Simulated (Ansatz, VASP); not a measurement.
## Sn in VASP and in Ansatz

```
Sn
1.0
     2.66995   -5.06189    0.00000
     2.66995    5.06189    0.00000
     0.00000    0.00000    4.36901
Sn
4
Direct
  0.14603 0.85397 0.08198
  0.64603 0.35397 0.41802
  0.85397 0.14603 0.91802
  0.35397 0.64603 0.58198
```

Alike in both runs: functional PBEsol; k mesh 10 × 10 × 10; occupations gaussian, width 0.1 eV; no spin polarisation.

Ansatz relaxed the structure, and its values are those at the end. VASP's run is a single point on that final structure, the one shown.

|  | VASP | Ansatz |
| --- | --- | --- |
| version | VASP 6.6.1 | Ansatz 0.2.0 |
| potentials or method | VASP PAW PBE potentials, release 64 (Sn_d), cutoff 520 eV | scalar-relativistic, plane waves, PAW |
| valence electrons in the cell | 56 | 56 |

```csv
,VASP,Ansatz,Ansatz less VASP
gap on the k mesh at the Fermi level (eV),none,none,-
pressure (GPa),-0.1,0.0,+0.08
```

VASP's potentials were made for PBE, not for PBEsol. A gap of «none» marks a metal or a gap that the smearing closes.
